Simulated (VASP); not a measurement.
Set up this calculation in VASP 6.6.1, as the native input.

```
Task                   : single point
Functional             : r2SCAN
Dispersion             : D3(BJ)
Potentials or basis    : VASP PAW PBE potentials, release 64 (O_h, H_h, N_h)
Cutoff                 : 1100 eV
k mesh                 : 1 × 1 × 1
Occupations            : fermi-dirac, width 0.02 eV
Spin                   : no spin polarisation
Dipole correction      : no
Further INCAR settings : LREAL = Auto; ALGO = Normal; EDIFF = 1e-06; NBANDS = 34
```

The system is H11NO4.

```
CELL_PARAMETERS angstrom
5.23054 0.00000 0.00000
0.00000 5.23054 0.00000
0.00000 0.00000 5.23054
ATOMIC_POSITIONS crystal
O 0.10041 0.84008 0.78962
O 0.30523 0.46652 0.13609
O 0.95222 0.17552 0.39038
O 0.59550 0.54874 0.56612
H 0.17346 0.70985 0.90033
H 0.95231 0.89941 0.88540
H 0.40377 0.50959 0.29006
H 0.16942 0.35908 0.20906
H 0.85622 0.08422 0.25539
H 0.02398 0.04621 0.50361
H 0.73720 0.43137 0.53447
H 0.50767 0.48017 0.71294
H 0.54158 0.85781 0.15763
H 0.51370 0.14262 0.04610
H 0.57789 0.90715 0.85762
N 0.62032 0.98193 0.03248
```

One way to write it, as run:

POSCAR

```
H11NO4
1.0
    5.2305400000      0.0000000000      0.0000000000
    0.0000000000      5.2305400000      0.0000000000
    0.0000000000      0.0000000000      5.2305400000
O H N
4 11 1
Direct
    0.1004109824      0.8400835255      0.7896212731
    0.3052273091      0.4665230817      0.1360909063
    0.9522178371      0.1755162482      0.3903753718
    0.5954999588      0.5487439679      0.5661170860
    0.1734617431      0.7098508416      0.9003289130
   -0.0476879455      0.8994069592      0.8853977210
    0.4037664591      0.5095879467      0.2900619354
    0.1694169705      0.3590767915      0.2090563451
    0.8562210041      0.0842210758      0.2553939795
    1.0239754871      0.0462131279      0.5036062416
    0.7371959705      0.4313725866      0.5344703194
    0.5076670203      0.4801688788      0.7129375740
    0.5415837580      0.8578102498      1.1576276238
    0.5136985100      1.1426205700      1.0461028219
    0.5778948580      0.9071465788      0.8576203482
    0.6203228774      0.9819317699      1.0324778399
```

INCAR.step1

```
SYSTEM = H11NO4
PREC = Accurate
ENCUT = 1100
ISMEAR = -1
SIGMA = 0.02
LREAL = Auto
LASPH = .True.
NELM = 120
NBANDS = 34
GGA = PE
ALGO = Normal
EDIFF = 1E-5
LWAVE = .True.
LCHARG = .False.
GGA_COMPAT = .False.
```

INCAR.step2

```
SYSTEM = H11NO4
PREC = Accurate
ENCUT = 1100
EDIFF = 1E-6
ISMEAR = -1
SIGMA = 0.02
LREAL = Auto
LASPH = .True.
NELM = 120
ALGO = Normal
ISIF = 2
LWAVE = .False.
LCHARG = .False.
METAGGA = R2SCAN
LMIXTAU = .True.
IVDW = 12
VDW_S6 = 1.0
VDW_S8 = 0.78981345
VDW_A1 = 0.49484001
VDW_A2 = 5.73083694
NBANDS = 34
ISTART = 1
GGA_COMPAT = .False.
```

KPOINTS

```
Automatic mesh
0
Gamma
  1 1 1
  0 0 0
```

Potentials or basis: VASP PAW PBE potentials, release 64 (O_h, H_h, N_h).

Command:

```sh
$ cat potpaw_PBE.64/O_h/POTCAR potpaw_PBE.64/H_h/POTCAR potpaw_PBE.64/N_h/POTCAR > POTCAR
$ cp INCAR.step1 INCAR
$ mpirun -np 1 vasp_gam > vasp.out
$ cp INCAR.step2 INCAR
$ mpirun -np 1 vasp_gam > vasp.out
```

Results of the run:

| Quantity | Value |
| --- | --- |
| Pressure | 0.0 GPa |
| Largest force | 0.364 eV/Å |
| Dispersion energy per atom | -0.019 eV |

Caveat: the k points lie up to 1.20 Å⁻¹ apart, too coarse for converged energies, forces and pressures; the PAW data sets were made with another functional, which shifts forces and pressure a little.

It took 77 s on 1 thread of Intel(R) Xeon(R) 6975P-C (Granite Rapids), with other jobs on the host, peak memory 0.53 GiB.
